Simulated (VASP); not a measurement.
Write the native input for VASP 6.6.1 that does the following.

```
Task                   : single point
Functional             : PBE
Potentials or basis    : VASP PAW PBE potentials, release 64 (Mg, S)
Cutoff                 : 520 eV
k mesh                 : 8 × 8 × 8
Occupations            : fermi-dirac, width 0.02 eV
Spin                   : no spin polarisation
Dipole correction      : no
Further INCAR settings : ALGO = Normal; EDIFF = 1e-06; NBANDS = 11
```

The structure of MgS lies in POSCAR:

```
MgS
1.0
    0.0000000000      2.6015179370      2.6015179370
    2.6496460189      0.0000000000      2.6015179370
    2.6496460189      2.6015179370      0.0000000000
Mg S
1 1
Direct
    0.0000000000      0.0000000000      0.0000000000
    0.5000000000      0.5000000000      0.5000000000
```

This cell differs from its parent crystal: uniaxial x strain +1.9%.

These files were run (other wordings do the same):

INCAR

```
PREC     = Accurate       # precision mode
ENCUT    = 520            # plane-wave cutoff, eV
EDIFF    = 1E-6           # SCF threshold, eV
ISMEAR   = -1             # smearing method
SIGMA    = 0.02           # smearing width, eV
LREAL    = False          # projectors in reciprocal space
LASPH    = True           # aspherical terms in the spheres
NELM     = 60             # most SCF steps
ALGO     = Normal         # electronic algorithm
ISIF     = 2              # what is computed and relaxed
LWAVE    = False          # write WAVECAR
LCHARG   = False          # write CHGCAR
GGA      = PE             # functional
NBANDS   = 11             # bands
```

KPOINTS

```
Automatic mesh
0
Gamma
  8 8 8
```

Potentials or basis: VASP PAW PBE potentials, release 64 (Mg, S).

Launch:

```console
$ cat potpaw_PBE.64/Mg/POTCAR potpaw_PBE.64/S/POTCAR > POTCAR
$ mpirun -np 1 vasp_std > vasp.out
```

It gave:

```yaml
Pressure: -0.5 GPa
Band_gap_on_the_k_mesh: 2.66 eV (least direct gap 3.52 eV)
```

Caveat: the cell differs from its parent crystal (uniaxial x strain +1.9%).

Wall time 32 s on 1 thread of Intel Xeon 8259CL (shared host), peak memory 0.17 GiB.
